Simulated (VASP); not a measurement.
# Cd2S3 (P-3m1) in VASP: relaxation of cell and atoms with PBE

Aim: the relaxation of cell and atoms of Cd2S3 with PBE.

All numbers are computed with VASP 6.6.1; they aren't measurements. Logs are shortened: lines on timing, memory, paths and dates and some standing lists are left out, and cuts for length are marked.

### 1 The cell of the first run

The structure is trigonal, space group P-3m1 (No. 164). The conventional cell has a = 3.846 Å, b = 3.846 Å, c = 8.324 Å, α = 90.00°, β = 90.00°, γ = 120.00°. Within 4.1 Å of Cd (site symmetry 3m) lie 7 S at 2.62 to 3.61 Å and 9 Cd at 3.85 to 4.00 Å. Within 3.9 Å of S (site symmetry -3m) lie 6 Cd at 2.78 Å and 12 S at 3.77 to 3.85 Å. S (site symmetry 3m) has 4 Cd at 2.62 to 3.61 Å and 12 S at 3.15 to 3.85 Å within 3.9 Å.

### 2 Relaxation of cell and atoms, PBE

INCAR reads:

```
SYSTEM = Cd2S3
PREC = Accurate ; ENCUT = 600
EDIFF = 1E-6 ; ISMEAR = 0
SIGMA = 0.1 ; LREAL = .False.
LASPH = .True. ; NELM = 60
ALGO = Normal ; ISIF = 3
LWAVE = .False. ; LCHARG = .False.
GGA = PE ; IBRION = 2
NSW = 100 ; EDIFFG = -0.01
```

KPOINTS reads:

```
Automatic mesh
0
Gamma
  12 12 6
  0 0 0
```

POSCAR reads:

```
Cd2S3
1.0
    3.8462960879      0.0000000000      0.0000000000
   -1.9231480439      3.3309901226      0.0000000000
    0.0000000000      0.0000000000      8.3240263647
Cd S
2 3
Direct
    0.3333333333      0.6666666667      0.1999792961
    0.6666666667      0.3333333333      0.8000207039
    0.0000000000      0.0000000000      0.0000000000
    0.3333333333      0.6666666667      0.6340205435
    0.6666666667      0.3333333333      0.3659794565
```

Potentials or basis: VASP PAW PBE potentials, release 64 (Cd, S).

Launch:

```
> cat potpaw_PBE.64/Cd/POTCAR potpaw_PBE.64/S/POTCAR > POTCAR
> mpirun -np 1 vasp_std > vasp.out
```

OUTCAR:

```text
SYSTEM = Cd2S3
   PREC = Accurate
   ENCUT = 600
   EDIFF = 1E-6
   ISMEAR = 0
   LREAL = .False.
   LASPH = .True.
   NELM = 60
   ISIF = 3
   GGA = PE
   IBRION = 2
   NSW = 100
   EDIFFG = -0.01

 ion  position               nearest neighbor table
   1  0.333  0.667  0.200-   5 2.62   5 2.62   5 2.62   3 2.78   3 2.78   3 2.78
   2  0.667  0.333  0.800-   4 2.62   4 2.62   4 2.62   3 2.78   3 2.78   3 2.78
   3  0.000  0.000  0.000-   1 2.78   2 2.78   1 2.78   2 2.78   2 2.78   1 2.78
   4  0.333  0.667  0.634-   2 2.62   2 2.62   2 2.62
   5  0.667  0.333  0.366-   1 2.62   1 2.62   1 2.62

  LATTYP: Found a hexagonal cell.
 ALAT       =     3.8462960879
 C/A-ratio  =     2.1641668178

  Lattice vectors:

 A1 = (   3.8462960879,   0.0000000000,   0.0000000000)
 A2 = (  -1.9231480439,   3.3309901226,   0.0000000000)
 A3 = (   0.0000000000,   0.0000000000,   8.3240263647)

Analysis of symmetry for initial positions (statically):
=====================================================================
 Subroutine PRICEL returns:
 Original cell was already a primitive cell.

 Routine SETGRP: Setting up the symmetry group for a
 hexagonal supercell.

 Subroutine GETGRP returns: Found 12 space group operations
 (whereof 12 operations were pure point group operations)
 out of a pool of 24 trial point group operations.

The static configuration has the point symmetry D_3d.

Analysis of symmetry for dynamics (positions and initial velocities):
=====================================================================
 Subroutine PRICEL returns:
 Original cell was already a primitive cell.

 Routine SETGRP: Setting up the symmetry group for a
 hexagonal supercell.

 Subroutine GETGRP returns: Found 12 space group operations
 (whereof 12 operations were pure point group operations)
 out of a pool of 24 trial point group operations.

The dynamic configuration has the point symmetry D_3d.

 Subroutine INISYM returns: Found 12 space group operations
 (whereof 12 operations are pure point group operations),
 and found     1 'primitive' translations

----------------------------------------------------------------------------------------

                                     Primitive cell

  volume of cell :     106.6472

  direct lattice vectors                    reciprocal lattice vectors
     3.846296088  0.000000000  0.000000000     0.259990385  0.150105519  0.000000000
    -1.923148044  3.330990123  0.000000000     0.000000000  0.300211037  0.000000000
     0.000000000  0.000000000  8.324026365     0.000000000  0.000000000  0.120134170

  length of vectors
     3.846296088  3.846296088  8.324026365     0.300211037  0.300211037  0.120134170

  position of ions in fractional coordinates (direct lattice)
     0.333333333  0.666666667  0.199979296
     0.666666667  0.333333333  0.800020704
     0.000000000  0.000000000  0.000000000
     0.333333333  0.666666667  0.634020544
     0.666666667  0.333333333  0.365979456

  ion indices of the primitive-cell ions
   primitive index   ion index
                 1           1
                 2           2
                 3           3
                 4           4
                 5           5

----------------------------------------------------------------------------------------

 KPOINTS: Automatic mesh

Automatic generation of k-mesh.
 Grid dimensions read from file:
 generate k-points for:   12   12    6

 Generating k-lattice:

  Cartesian coordinates                     Fractional coordinates (reciprocal lattice)
     0.021665865  0.012508793  0.000000000     0.083333333  0.000000000  0.000000000
     0.000000000  0.025017586  0.000000000     0.000000000  0.083333333  0.000000000
     0.000000000  0.000000000  0.020022362     0.000000000  0.000000000  0.166666667

  Length of vectors
     0.025017586  0.025017586  0.020022362

  Shift w.r.t. Gamma in fractional coordinates (k-lattice)
     0.000000000  0.000000000  0.000000000

 Subroutine IBZKPT returns following result:
 ===========================================

 Found    100 irreducible k-points:

 Following reciprocal coordinates:
            Coordinates               Weight
  0.000000  0.000000  0.000000      1.000000
  0.083333  0.000000  0.000000      6.000000
  0.166667  0.000000  0.000000      6.000000
  0.250000  0.000000  0.000000      6.000000
  0.333333  0.000000  0.000000      6.000000
  0.416667  0.000000  0.000000      6.000000
[... 16 lines left out ...]
  0.166667  0.000000  0.166667      6.000000
  0.000000  0.166667  0.166667      6.000000
 [... further k-points ...]
   k-points           NKPTS =    100   k-points in BZ     NKDIM =    100   number of bands    NBANDS=     25
   number of dos      NEDOS =    301   number of ions     NIONS =      5
   total plane-waves  NPLWV =  71680
   dimension x,y,z NGX =    32 NGY =   32 NGZ =   70
   dimension x,y,z NGXF=    64 NGYF=   64 NGZF=  140
   ions per type =               2   3
   NGX,Y,Z   is equivalent  to a cutoff of  13.83, 13.83, 13.98 a.u.
   NGXF,Y,Z  is equivalent  to a cutoff of  27.66, 27.66, 27.96 a.u.
 SYSTEM =  Cd2S3
   PREC   = accura    normal or accurate (medium, high low for compatibility)
   ISTART =      0    job   : 0-new  1-cont  2-samecut
   ICHARG =      2    charge: 1-file 2-atom 10-const
   ISPIN  =      1    spin polarized calculation?
   LNONCOLLINEAR =      F non collinear calculations
   LSORBIT =      F    spin-orbit coupling
   LASPH  =      T    aspherical Exc in radial PAW
   ENCUT  =  600.0 eV  44.10 Ry    6.64 a.u.   7.68  7.68 16.63*2*pi/ulx,y,z
   NELM   =     60;   NELMIN=  2; NELMDL= -5     # of ELM steps
   EDIFF  = 0.1E-05   stopping-criterion for ELM
   LREAL  =      F    real-space projection
   EDIFFG = -.1E-01   stopping-criterion for IOM
   NSW    =    100    number of steps for IOM
   IBRION =      2    ionic relax: 0-MD 1-quasi-New 2-CG
   NFREE  =      1    steps in history (QN), initial steepest desc. (CG)
   ISIF   =      3    stress and relaxation
   ISYM   =      2    0-nonsym 1-usesym 2-fastsym
   POTIM  = 0.5000    time-step for ionic-motion
   TEBEG  =    0.0;   TEEND  =   0.0 temperature during run
   PSTRESS=    0.0 pullay stress
   NELECT =      42.0000    total number of electrons
   NUPDOWN=      -1.0000    fix difference up-down
   EMIN   =  10.00;   EMAX   =-10.00  energy-range for DOS
   EFERMI =   0.00;   METHOD = LEGACY
   ISMEAR =     0;   SIGMA  =   0.10  broadening in eV -4-tet -1-fermi 0-gaus
   EFERMI_NEDOS =   21; number of points for ismear=-14 and -15
   IALGO  =     38    algorithm
   IMIX   =      4    mixing-type and parameters
     AMIX     =   0.40;   BMIX     =  1.00
     AMIX_MAG =   1.60;   BMIX_MAG =  1.00
  volume/ion in A,a.u.               =      21.33       143.94
  Fermi-wavevector in a.u.,A,eV,Ry     =   1.199982  2.267637 19.591804  1.439957
  Thomas-Fermi vector in A             =   2.335830
   LORBIT       =      0    0 simple, 1 ext, 2 COOP (PROOUT), +10 PAW based schemes
   GGA     = PE    functional components
   LHFCALC =     F    Hartree Fock is set to
   AEXX    =    0.0000 exact exchange contribution
   IVDW    =     0    specifies the selected vdW correction
   LEPSILON=     F    determine dielectric tensor
   LRPA    =     F    only Hartree local field effects (RPA)
 conjugate gradient relaxation of ions
 non-spin polarized calculation
 Gauss-broadening in eV      SIGMA  =   0.10
  energy-cutoff  :      600.00
  volume of cell :      106.65
 maximum number of plane-waves:      3591
 NGX is ok and might be reduce to    32
   NGX = 15   NGY = 15   NGZ = 33

--------------------------------------- Ionic step        1  -------------------------------------------

 number of electron      41.9999999 magnetization

 Free energy of the ion-electron system (eV)
  ---------------------------------------------------
  ext. energy  EPLUGINS =         0.00000000
  ---------------------------------------------------
  free energy    TOTEN  =       -14.10296206 eV

  energy without entropy =      -14.08107260  energy(sigma->0) =      -14.09201733

------------------------ aborting loop because EDIFF is reached ----------------------------------------

  FORCE on cell =-STRESS in cart. coord.  units (eV):
  Direction    XX          YY          ZZ          XY          YZ          ZX
  --------------------------------------------------------------------------------------
  -------------------------------------------------------------------------------------
  Total        0.2432479      0.2432479     -0.0068217      0.0000000      0.0000000      0.0000000
  in kB        3.6543497      3.6543497     -0.1024835      0.0000000      0.0000000      0.0000000
  external PRESSURE =       2.4020720 kB  Pullay stress =       0.0000000 kB
[... 98 lines left out ...]
  FREE ENERGIE OF THE ION-ELECTRON SYSTEM (eV)
  ---------------------------------------------------
  free  energy   TOTEN  =       -14.1035468015 eV

  energy  without entropy=      -14.0814208698  energy(sigma->0) =      -14.09248384

[... ionic steps 4 to 9 ...]

--------------------------------------- Ionic step       10  -------------------------------------------

 number of electron      41.9999999 magnetization

------------------------ aborting loop because EDIFF is reached ----------------------------------------

  FORCE on cell =-STRESS in cart. coord.  units (eV):
  Direction    XX          YY          ZZ          XY          YZ          ZX
  --------------------------------------------------------------------------------------
  -------------------------------------------------------------------------------------
  Total       -0.0030868     -0.0030868     -0.0450088     -0.0000000      0.0000000     -0.0000000
  in kB       -0.0461898     -0.0461898     -0.6735034     -0.0000000      0.0000000     -0.0000000
  external PRESSURE =      -0.2552943 kB  Pullay stress =       0.0000000 kB
[... 63 lines left out ...]
  energy  without entropy=      -14.0817573933  energy(sigma->0) =      -14.09281462

--------------------------------------- Ionic step       12  -------------------------------------------

 number of electron      42.0000000 magnetization

 Free energy of the ion-electron system (eV)
  ---------------------------------------------------
  ext. energy  EPLUGINS =         0.00000000
  ---------------------------------------------------
  free energy    TOTEN  =       -14.10389502 eV

  energy without entropy =      -14.08179210  energy(sigma->0) =      -14.09284356

 E-fermi :   2.6092     XC(G=0): -10.0168

 val. band max:        2.6019237146   @ k =  -0.1667   0.5000   0.3333
 cond. band min:       2.6191223496   @ k =   0.0833   0.0000   0.3333
 fundamental gap:      0.0171986350
 Fermi energy:         2.6092309035

 k-point     1 :       0.0000    0.0000    0.0000
  band No.  band energies     occupation
      1     -10.3687      2.00000
      2      -9.4364      2.00000
      3      -8.9984      2.00000
      4      -5.3133      2.00000
      5      -5.3133      2.00000
      6      -5.2092      2.00000
[... 661 lines left out ...]
     24       7.2037      0.00000
     25       8.2157      0.00000

 [... further k-points ...]

------------------------ aborting loop because EDIFF is reached ----------------------------------------

  FORCE on cell =-STRESS in cart. coord.  units (eV):
  Direction    XX          YY          ZZ          XY          YZ          ZX
  --------------------------------------------------------------------------------------
  -------------------------------------------------------------------------------------
  Total        0.0050038      0.0050038     -0.0016507      0.0000000     -0.0000000      0.0000000
  in kB        0.0748993      0.0748993     -0.0247087      0.0000000     -0.0000000      0.0000000
  external PRESSURE =       0.0416967 kB  Pullay stress =       0.0000000 kB
[... 20 lines left out ...]
  FREE ENERGIE OF THE ION-ELECTRON SYSTEM (eV)
  ---------------------------------------------------
  free  energy   TOTEN  =       -14.1038950214 eV

  energy  without entropy=      -14.0817920979  energy(sigma->0) =      -14.09284356

 reached required accuracy - stopping structural energy minimisation
```

Run time: 11 min. Hardware: 1 thread of Intel Xeon 6975P-C (Granite Rapids), shared host; peak memory 0.46 GiB.

Results:

| Item | Value |
| --- | --- |
| Free energy | -14.1039 eV |
| Relaxed volume | 21.41 Å³/atom |
| Relaxed cell | a = 3.860 Å, b = 3.860 Å, c = 8.294 Å, α = 90.00°, β = 90.00°, γ = 120.00° |
| Space group after relaxing (to 0.1 Å) | P-3m1 (No. 164) |
| Energy gained by relaxing | 0.2 meV/atom |
| Ionic steps | 12 |
| Pressure after relaxing | 0.0 GPa |
| Largest force after relaxing | 0.007 eV/Å |
| Band gap on the k mesh | zero (bands 21 and 22 overlap by 1.25 eV) |

Forces in eV/Å, atoms in the order of the input:
```
Cd   0.000  0.000  0.005
Cd   0.000  0.000 -0.005
S    0.000  0.000  0.000
S    0.000  0.000  0.007
S    0.000  0.000 -0.007
```

Step by step:
```
step  energy change (eV)  largest force (eV/Å)  pressure (GPa)  volume (Å³)
   1              0.0000                0.0223            0.24       106.65
   2             -0.0006                0.0106           -0.06       107.14
   3             -0.0006                0.0118           -0.10       107.18
   4             -0.0006                0.0111           -0.10       107.16
   5             -0.0006                0.0108           -0.09       107.15
   6             -0.0008                0.0114           -0.05       107.10
   7             -0.0009                0.0116            0.02       107.01
   8             -0.0009                0.0111            0.00       107.03
   9             -0.0009                0.0116            0.00       107.04
  10             -0.0009                0.0106           -0.03       107.07
  11             -0.0009                0.0112            0.00       107.04
  12             -0.0009                0.0072            0.00       107.04
```

Final structure:
```yaml
crystal:
  lattice:
    - [3.86038, 0.00000, 0.00000]
    - [-1.93019, 3.34319, 0.00000]
    - [0.00000, 0.00000, 8.29356]
  atoms:
    - { symbol: Cd, position: [0.33333, 0.66667, 0.20016] }
    - { symbol: Cd, position: [0.66667, 0.33333, 0.79984] }
    - { symbol: S, position: [0.00000, 0.00000, 0.00000] }
    - { symbol: S, position: [0.33333, 0.66667, 0.63401] }
    - { symbol: S, position: [0.66667, 0.33333, 0.36599] }
```
